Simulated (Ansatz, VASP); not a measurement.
**Two plane-wave programs on SnO**

```xyz
4
Lattice="3.8020 0.0000 0.0000 0.0000 3.8020 0.0000 0.0000 0.0000 4.8360" Properties=species:S:1:pos:R:3 pbc="T T T"
Sn    0.0000    1.9010    1.1534
Sn    1.9010    0.0000    3.6826
O     0.0000    0.0000    0.0000
O     1.9010    1.9010    0.0000
```

Alike in both runs: task relaxation of cell and atoms; functional PBEsol; dispersion D3(BJ); k mesh 12 × 12 × 10; occupations gaussian, width 0.1 eV; no spin polarisation.

|  | VASP | Ansatz |
| --- | --- | --- |
| version | VASP 6.6.1 | Ansatz 0.2.0 |
| potentials or method | VASP PAW PBE potentials, release 64 (Sn_d, O), cutoff 600 eV | scalar-relativistic, plane waves, PAW |
| valence electrons in the cell | 40 | 40 |

```csv
,VASP,Ansatz,Ansatz less VASP
"gap on the k mesh at the Fermi level, each at its own relaxed structure (eV)",none,none,-
relaxed volume (Å³/atom),16.16,16.22,+0.058
relaxed length of the cell vector where the two differ most in proportion (Å),4.547,4.563,+0.0160
```

VASP's potentials were made for PBE, not for PBEsol. A gap of «none» marks a metal or a gap that the smearing closes.
